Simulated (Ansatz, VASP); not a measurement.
Si2Ni in VASP and in Ansatz

File INCAR:

```
PREC = Accurate
ENCUT = 520
EDIFF = 1E-6
ISMEAR = -1
SIGMA = 0.05
LREAL = False
LASPH = True
NELM = 150
ALGO = Normal
ISIF = 2
LWAVE = False
LCHARG = True
ISPIN = 2
MAGMOM = 1 0 0
LORBIT = 11
LMAXMIX = 4
LDAU = True
LDAUTYPE = 2
LDAUL = 2 -1
LDAUU = 8 0
LDAUJ = 0 0
LDAUPRINT = 1
GGA = PS
LELF = True
LVHAR = True
NBANDS = 20
```

File KPOINTS:

```
regular mesh
0
Gamma
  9 9 9
```

File POSCAR:

```
Si2Ni
1.0
    0.0000000000      2.7030000000      2.7030000000
    2.7030000000      0.0000000000      2.7030000000
    2.7030000000      2.7030000000      0.0000000000
Ni Si
1 2
Direct
    0.0000000000      0.0000000000      0.0000000000
    0.7500000000      0.7500000000      0.7500000000
    0.2500000000      0.2500000000      0.2500000000
```

input.yaml

```yaml
crystal:
  lattice:
    - [0.0, 2.703, 2.703]
    - [2.703, 0.0, 2.703]
    - [2.703, 2.703, 0.0]
  atoms:
    - { symbol: Ni, position: [0.0, 0.0, 0.0], spin: 1.0 }
    - { symbol: Si, position: [0.75, 0.75, 0.75] }
    - { symbol: Si, position: [0.25, 0.25, 0.25] }
hamiltonian:
  xc: pbesol
  pseudopotentials: { kind: paw }
  hubbard: { sites: [{ species: Ni, l: d, u_eff: 8.0 }] }
magnetization:
  spin_polarized: true
kpoints:
  mp_grid: { grid: [9, 9, 9] }
scf:
  occupations: { method: fermi_dirac, width: 0.05 }
  n_extra_bands: 7
output:
  forces: true
  stress: true
  eigenvalues: true
  dos: { projected: true, de: 0.05, nscf_kmesh: { grid: [14, 14, 14] } }
  write_density: true
  write_potential: true
  elf: true
  volumetric_format: npy
```

Alike in both runs: functional PBEsol; k mesh 9 × 9 × 9; occupations fermi-dirac, width 0.05 eV; collinear spin; Hubbard terms Ni d U = 8.0 eV.

|  | VASP | Ansatz |
| --- | --- | --- |
| version | VASP 6.6.1 | Ansatz 0.2.0 |
| potentials or method | VASP PAW PBE potentials, release 64 (Ni, Si) | Ansatz PAW |
| plane-wave cutoff (eV) | 520 | 420 |
| valence electrons in the cell | 18 | 26 |
| task | single point | projected density of states |

|  | VASP | Ansatz | Ansatz less VASP |
| --- | --- | --- | --- |
| gap on the k mesh at the Fermi level (eV) | none | none | - |
| pressure (GPa) | -9.6 | -1.2 | +8.42 |
| net moment per atom (μB) | 0.00 | 0.00 | 0.000 |

VASP's potentials were made for PBE, not for PBEsol. The programs project onto different local orbitals, so the same U acts differently, and such runs can settle in different states. A gap of «none» marks a metal or a gap that the smearing closes. VASP's potentials hold 18 valence electrons a cell and Ansatz's 26, so a difference there can come from the potentials and not from the codes.

Noted on Ansatz's run: the magnetic or orbital state may not be the lowest.
